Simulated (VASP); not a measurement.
# Li (P1) in VASP: further runs

The runs below take Li through single point, with LDA.

Everything below comes from runs of VASP 6.6.1. Logs are shortened: lines on timing, memory, paths and dates and some standing lists are left out, and cuts for length are marked.

## Step 1: The cell of the first run

The typed cell holds 16 atoms: a = 7.094 Å, b = 7.094 Å, c = 7.094 Å, α = 90.00°, β = 90.00°, γ = 90.00°.

## Step 2: Single point, LDA

The input, INCAR:

```
SYSTEM = Li
ALGO = Normal
EDIFF = 1E-7
ENCUT = 520
GGA = CA
ISIF = 2
ISMEAR = -1
LASPH = .TRUE.
LCHARG = .FALSE.
LREAL = Auto
LWAVE = .FALSE.
NBANDS = 38
NELM = 80
PREC = Accurate
SIGMA = 0.16
```

The input, KPOINTS:

```
k-points
0
G
  2 2 2
  0 0 0
```

The input, POSCAR:

```
Li
1.0
    7.0944470000      0.0000000000      0.0000000000
    0.0000000000      7.0944470000      0.0000000000
    0.0000000000      0.0000000000      7.0944470000
Li
16
Direct
    0.1190367621      0.3137947186     -0.1290163983
    0.3237038771     -0.0424275493     -0.0472905076
   -0.1005293295      0.5536865664     -0.0947501616
    0.1857791030     -0.1919106591      0.3703037037
    0.0953421740      0.2548331110      0.1959560766
    0.3552778673      0.3474689430      0.4012997771
    0.7858258720      0.2043992999      0.6765291220
    0.6857757906      0.0935097549      0.1007830491
   -0.0583414042      0.5077351343      0.5298792140
    0.1928268687      0.5868815427      0.1366138897
    0.3723616513      0.0895207195      0.5751540606
    0.6579230206      0.8916974078      0.4792339699
    0.6354547437      0.5640044953      0.3105809375
    0.4641376558      0.3536568812      1.0028124814
    0.2813609010      0.6054312619      0.6517632734
    1.0040528881      0.8676927180      0.8401641453
```

Potentials or basis: VASP PAW LDA potentials, release 64 (Li_sv).

Run with:

```bash
cat potpaw_LDA.64/Li_sv/POTCAR > POTCAR
mpirun -np 1 vasp_std > vasp.out
```

OUTCAR:

```text
SYSTEM = Li
   EDIFF = 1E-7
   ENCUT = 520
   GGA = CA
   ISIF = 2
   ISMEAR = -1
   LASPH = .TRUE.
   LREAL = Auto
   NELM = 80
   PREC = Accurate

 ion  position               nearest neighbor table
   1  0.119  0.314  0.871-   3 2.32   5 2.35
   2  0.324  0.958  0.953-  16 2.49
   3  0.899  0.554  0.905-   1 2.32  16 2.39
   4  0.186  0.808  0.370-  10 2.28  15 2.55
   5  0.095  0.255  0.196-   1 2.35   6 2.44  10 2.49
   6  0.355  0.347  0.401-  11 2.21   5 2.44  13 2.59
   7  0.786  0.204  0.677-
   8  0.686  0.094  0.101-  14 2.52
   9  0.942  0.508  0.530-
  10  0.193  0.587  0.137-   4 2.28   5 2.49
  11  0.372  0.090  0.575-   6 2.21  12 2.56
  12  0.658  0.892  0.479-  11 2.56
  13  0.635  0.564  0.311-   6 2.59
  14  0.464  0.354  0.003-   8 2.52
  15  0.281  0.605  0.652-   4 2.55
  16  0.004  0.868  0.840-   3 2.39   2 2.49

  LATTYP: Found a simple cubic cell.
 ALAT       =     7.0944470000

  Lattice vectors:

 A1 = (   7.0944470000,   0.0000000000,   0.0000000000)
 A2 = (   0.0000000000,   7.0944470000,   0.0000000000)
 A3 = (   0.0000000000,   0.0000000000,   7.0944470000)

Analysis of symmetry for initial positions (statically):
=====================================================================
 Subroutine PRICEL returns:
 Original cell was already a primitive cell.

 Routine SETGRP: Setting up the symmetry group for a
 simple cubic supercell.

 Subroutine GETGRP returns: Found  1 space group operations
 (whereof  1 operations were pure point group operations)
 out of a pool of 48 trial point group operations.

The static configuration has the point symmetry C_1 .

Analysis of symmetry for dynamics (positions and initial velocities):
=====================================================================
 Subroutine PRICEL returns:
 Original cell was already a primitive cell.

 Routine SETGRP: Setting up the symmetry group for a
 simple cubic supercell.

 Subroutine GETGRP returns: Found  1 space group operations
 (whereof  1 operations were pure point group operations)
 out of a pool of 48 trial point group operations.

The dynamic configuration has the point symmetry C_1 .

 Subroutine INISYM returns: Found  1 space group operations
 (whereof  1 operations are pure point group operations),
 and found     1 'primitive' translations

----------------------------------------------------------------------------------------

                                     Primitive cell

  volume of cell :     357.0719

  direct lattice vectors                    reciprocal lattice vectors
     7.094447000  0.000000000  0.000000000     0.140955313  0.000000000  0.000000000
     0.000000000  7.094447000  0.000000000     0.000000000  0.140955313  0.000000000
     0.000000000  0.000000000  7.094447000     0.000000000  0.000000000  0.140955313

  length of vectors
     7.094447000  7.094447000  7.094447000     0.140955313  0.140955313  0.140955313

  position of ions in fractional coordinates (direct lattice)
     0.119036762  0.313794719  0.870983602
     0.323703877  0.957572451  0.952709492
     0.899470671  0.553686566  0.905249838
     0.185779103  0.808089341  0.370303704
     0.095342174  0.254833111  0.195956077
     0.355277867  0.347468943  0.401299777
[... 8 lines left out ...]
     0.281360901  0.605431262  0.651763273
     0.004052888  0.867692718  0.840164145

  ion indices of the primitive-cell ions
   primitive index   ion index
                 1           1
                 2           2
                 3           3
                 4           4
                 5           5
                 6           6
[... 8 lines left out ...]
                15          15
                16          16

----------------------------------------------------------------------------------------

 KPOINTS: k-points

Automatic generation of k-mesh.
 Grid dimensions read from file:
 generate k-points for:    2    2    2

 Generating k-lattice:

  Cartesian coordinates                     Fractional coordinates (reciprocal lattice)
     0.070477657  0.000000000  0.000000000     0.500000000  0.000000000  0.000000000
     0.000000000  0.070477657  0.000000000     0.000000000  0.500000000  0.000000000
     0.000000000  0.000000000  0.070477657     0.000000000  0.000000000  0.500000000

  Length of vectors
     0.070477657  0.070477657  0.070477657

  Shift w.r.t. Gamma in fractional coordinates (k-lattice)
     0.000000000  0.000000000  0.000000000

 Subroutine IBZKPT returns following result:
 ===========================================

 Found      8 irreducible k-points:

 Following reciprocal coordinates:
            Coordinates               Weight
  0.000000  0.000000  0.000000      1.000000
  0.500000  0.000000  0.000000      1.000000
  0.000000  0.500000  0.000000      1.000000
  0.000000  0.000000  0.500000      1.000000
  0.500000  0.500000  0.000000      1.000000
  0.000000  0.500000  0.500000      1.000000
  0.500000  0.000000  0.500000      1.000000
  0.500000  0.500000  0.500000      1.000000
   k-points           NKPTS =      8   k-points in BZ     NKDIM =      8   number of bands    NBANDS=     38
   number of dos      NEDOS =    301   number of ions     NIONS =     16
   total plane-waves  NPLWV = 157464
   dimension x,y,z NGX =    54 NGY =   54 NGZ =   54
   dimension x,y,z NGXF=   108 NGYF=  108 NGZF=  108
   ions per type =              16
   NGX,Y,Z   is equivalent  to a cutoff of  12.65, 12.65, 12.65 a.u.
   NGXF,Y,Z  is equivalent  to a cutoff of  25.31, 25.31, 25.31 a.u.
 SYSTEM =  Li
   PREC   = accura    normal or accurate (medium, high low for compatibility)
   ISTART =      0    job   : 0-new  1-cont  2-samecut
   ICHARG =      2    charge: 1-file 2-atom 10-const
   ISPIN  =      1    spin polarized calculation?
   LNONCOLLINEAR =      F non collinear calculations
   LSORBIT =      F    spin-orbit coupling
   LASPH  =      T    aspherical Exc in radial PAW
   ENCUT  =  520.0 eV  38.22 Ry    6.18 a.u.  13.19 13.19 13.19*2*pi/ulx,y,z
   NELM   =     80;   NELMIN=  2; NELMDL= -5     # of ELM steps
   EDIFF  = 0.1E-06   stopping-criterion for ELM
   LREAL  =      T    real-space projection
   EDIFFG = 0.1E-05   stopping-criterion for IOM
   NSW    =      0    number of steps for IOM
   IBRION =     -1    ionic relax: 0-MD 1-quasi-New 2-CG
   NFREE  =      0    steps in history (QN), initial steepest desc. (CG)
   ISIF   =      2    stress and relaxation
   ISYM   =      2    0-nonsym 1-usesym 2-fastsym
   POTIM  = 0.5000    time-step for ionic-motion
   TEBEG  =    0.0;   TEEND  =   0.0 temperature during run
   PSTRESS=    0.0 pullay stress
   NELECT =      48.0000    total number of electrons
   NUPDOWN=      -1.0000    fix difference up-down
   EMIN   =  10.00;   EMAX   =-10.00  energy-range for DOS
   EFERMI =   0.00;   METHOD = LEGACY
   ISMEAR =    -1;   SIGMA  =   0.16  broadening in eV -4-tet -1-fermi 0-gaus
   EFERMI_NEDOS =   21; number of points for ismear=-14 and -15
   IALGO  =     38    algorithm
   IMIX   =      4    mixing-type and parameters
     AMIX     =   0.40;   BMIX     =  1.00
     AMIX_MAG =   1.60;   BMIX_MAG =  1.00
  volume/ion in A,a.u.               =      22.32       150.60
  Fermi-wavevector in a.u.,A,eV,Ry     =   0.838629  1.584780  9.568965  0.703299
  Thomas-Fermi vector in A             =   1.952715
   LORBIT       =      0    0 simple, 1 ext, 2 COOP (PROOUT), +10 PAW based schemes
   GGA     = CA    functional components
   LHFCALC =     F    Hartree Fock is set to
   AEXX    =    0.0000 exact exchange contribution
   IVDW    =     0    specifies the selected vdW correction
   LEPSILON=     F    determine dielectric tensor
   LRPA    =     F    only Hartree local field effects (RPA)
 non-spin polarized calculation
  energy-cutoff  :      520.00
  volume of cell :      357.07
 maximum number of plane-waves:      9771
 NGX is ok and might be reduce to    54
   NGX = 27   NGY = 27   NGZ = 27

 number of electron      47.9999986 magnetization

 Free energy of the ion-electron system (eV)
  ---------------------------------------------------
  ext. energy  EPLUGINS =         0.00000000
  ---------------------------------------------------
  free energy    TOTEN  =       -28.92611644 eV

  energy without entropy =      -28.25715074  energy(sigma->0) =      -28.59163359

 E-fermi :   0.1738     XC(G=0):  -6.8281

 val. band max:        0.1613955643   @ k =   0.0000   0.5000   0.0000
 cond. band min:       0.2160637598   @ k =   0.0000   0.0000   0.5000
 fundamental gap:      0.0546681955
 Fermi energy:         0.1738324207

 k-point     1 :       0.0000    0.0000    0.0000
  band No.  band energies     occupation
      1     -46.1265      2.00000
      2     -46.1122      2.00000
      3     -45.9482      2.00000
      4     -45.8437      2.00000
      5     -45.8326      2.00000
      6     -45.7510      2.00000
[... 28 lines left out ...]
     35       2.9579      0.00000
     36       3.3816      0.00000

 k-point     2 :       0.5000    0.0000    0.0000
  band No.  band energies     occupation
      1     -46.1265      2.00000
      2     -46.1122      2.00000
      3     -45.9481      2.00000
      4     -45.8437      2.00000
      5     -45.8326      2.00000
      6     -45.7510      2.00000
[... 28 lines left out ...]
     35       3.2701      0.00000
     36       3.5187      0.00000

 k-point     3 :       0.0000    0.5000    0.0000
  band No.  band energies     occupation
      1     -46.1264      2.00000
      2     -46.1122      2.00000
      3     -45.9481      2.00000
      4     -45.8435      2.00000
      5     -45.8328      2.00000
      6     -45.7506      2.00000
[... 28 lines left out ...]
     35       2.7558      0.00000
     36       3.0824      0.00000
[... 118 lines left out ...]
 k-point     7 :       0.5000    0.0000    0.5000
  band No.  band energies     occupation
      1     -46.1264      2.00000
      2     -46.1122      2.00000
      3     -45.9481      2.00000
      4     -45.8436      2.00000
      5     -45.8326      2.00000
      6     -45.7510      2.00000
[... 28 lines left out ...]
     35       3.2619      0.00000
     36       3.5466      0.00000

 k-point     8 :       0.5000    0.5000    0.5000
  band No.  band energies     occupation
      1     -46.1264      2.00000
      2     -46.1122      2.00000
      3     -45.9481      2.00000
      4     -45.8434      2.00000
      5     -45.8328      2.00000
      6     -45.7506      2.00000
[... 28 lines left out ...]
     35       3.2454      0.00000
     36       3.3861      0.00000
 [bands above 36 left out]

------------------------ aborting loop because EDIFF is reached ----------------------------------------

  FORCE on cell =-STRESS in cart. coord.  units (eV):
  Direction    XX          YY          ZZ          XY          YZ          ZX
  --------------------------------------------------------------------------------------
  -------------------------------------------------------------------------------------
  Total       -1.5794052      3.6737148     -0.7328415      1.0792354     -0.1957057      2.6933121
  in kB       -7.0867728     16.4839155     -3.2882512      4.8425166     -0.8781292     12.0848599
  external PRESSURE =       2.0362972 kB  Pullay stress =       0.0000000 kB

 VOLUME and BASIS-vectors are now :
 -----------------------------------------------------------------------------
  energy-cutoff  :      520.00
  volume of cell :      357.07
      direct lattice vectors                 reciprocal lattice vectors
     7.094447000  0.000000000  0.000000000     0.140955313  0.000000000  0.000000000
     0.000000000  7.094447000  0.000000000     0.000000000  0.140955313  0.000000000
     0.000000000  0.000000000  7.094447000     0.000000000  0.000000000  0.140955313

 POSITION                                       TOTAL-FORCE (eV/Angst)
 -----------------------------------------------------------------------------------
      0.84450      2.22620      6.17915         0.307493     -0.604028     -0.902613
      2.29650      6.79345      6.75895         0.425408     -0.095364      0.268705
      6.38125      3.92810      6.42225        -0.931365     -0.024350      0.437611
      1.31800      5.73295      2.62710        -0.254805      0.716179      0.138516
      0.67640      1.80790      1.39020        -0.667112     -0.727657      0.491750
      2.52050      2.46510      2.84700         0.232261      0.395471     -0.212509
[... 8 lines left out ...]
      1.99610      4.29520      4.62390         0.441340      0.093466      0.577648
      0.02875      6.15580      5.96050        -0.200066      0.498499     -0.337989
 -----------------------------------------------------------------------------------
    total drift:                               -0.004108      0.006686      0.006762

  FREE ENERGIE OF THE ION-ELECTRON SYSTEM (eV)
  ---------------------------------------------------
  free  energy   TOTEN  =       -28.9261164376 eV

  energy  without entropy=      -28.2571507388  energy(sigma->0) =      -28.59163359
```

Run time: 99 s. Hardware: 1 thread of Intel Xeon Platinum 8488C (Sapphire Rapids), shared host; peak memory 0.3 GiB.

Results:

```yaml
Free_energy: -28.9261 eV
Largest_force: 1.129 eV/Å
Band_gap_on_the_k_mesh: zero (band 24 reaches 0.43 eV, above the bottom of band 25 at -0.06 eV)
```

Forces in eV/Å, atoms in the order of the input:
```
Li   0.307 -0.604 -0.903
Li   0.425 -0.095  0.269
Li  -0.931 -0.024  0.438
Li  -0.255  0.716  0.139
Li  -0.667 -0.728  0.492
Li   0.232  0.395 -0.213
Li  -0.200  0.002  0.083
Li   0.398 -0.176  0.213
Li   0.234  0.064 -0.367
Li   0.145  0.197 -0.340
Li  -0.332 -0.325  0.673
Li   0.224 -0.204  0.096
Li   0.044 -0.087 -0.367
Li   0.134  0.278 -0.453
Li   0.441  0.093  0.578
Li  -0.200  0.498 -0.338
```

Caveat: the k points lie up to 0.44 Å⁻¹ apart; the cutoff is under 1.25 times the usual one of these potentials, so pressure, stress and relaxed cells hold a basis-set (Pulay) error; forces of over 1 eV/Å act on the atoms, so gaps and moduli don't describe the material at rest.

(Continued in part 2 of 3.)
